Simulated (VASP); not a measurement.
A run of VASP 6.6.1 is set up as follows.

INCAR

```
SYSTEM = SiC
  PREC = Accurate
  ENCUT = 600
  EDIFF = 1E-7
  ISMEAR = -1
  SIGMA = 0.1
  LREAL = .False.
  LASPH = .True.
  NELM = 60
  ALGO = Normal
  ISIF = 3
  LWAVE = .False.
  LCHARG = .False.
  GGA = PS
  IBRION = 2
  NSW = 100
  EDIFFG = -0.002
```

File KPOINTS:

```
Automatic mesh
0
Gamma
  16 16 8
  0 0 0
```

POSCAR

```
SiC
1.0
    3.0760000000      0.0000000000      0.0000000000
   -1.5380000000      2.6638941420      0.0000000000
    0.0000000000      0.0000000000      5.0480000000
Si C
2 2
Direct
    0.3333333333      0.6666666667      0.0000000000
    0.6666666667      0.3333333333      0.5000000000
    0.3333333333      0.6666666667      0.3850000000
    0.6666666667      0.3333333333      0.8850000000
```

Potentials or basis: VASP PAW PBE potentials, release 64 (Si, C).

Launch:

```sh
$ cat potpaw_PBE.64/Si/POTCAR potpaw_PBE.64/C/POTCAR > POTCAR
$ mpirun -np 1 vasp_std > vasp.out
```

Estimate the relaxed cell.

a = 3.077 Å, b = 3.077 Å, c = 5.049 Å, α = 90.00°, β = 90.00°, γ = 120.00°.

What does it give for the relaxed volume?

10.35 Å³/atom.

Final structure:
```
CELL_PARAMETERS angstrom
3.07689 0.00000 0.00000
-1.53845 2.66467 0.00000
0.00000 0.00000 5.04944
ATOMIC_POSITIONS crystal
Si 0.33333 0.66667 0.00459
Si 0.66667 0.33333 0.50459
C 0.33333 0.66667 0.38041
C 0.66667 0.33333 0.88041
```

Caveat: the PAW data sets were made with another functional, which shifts forces and pressure a little.
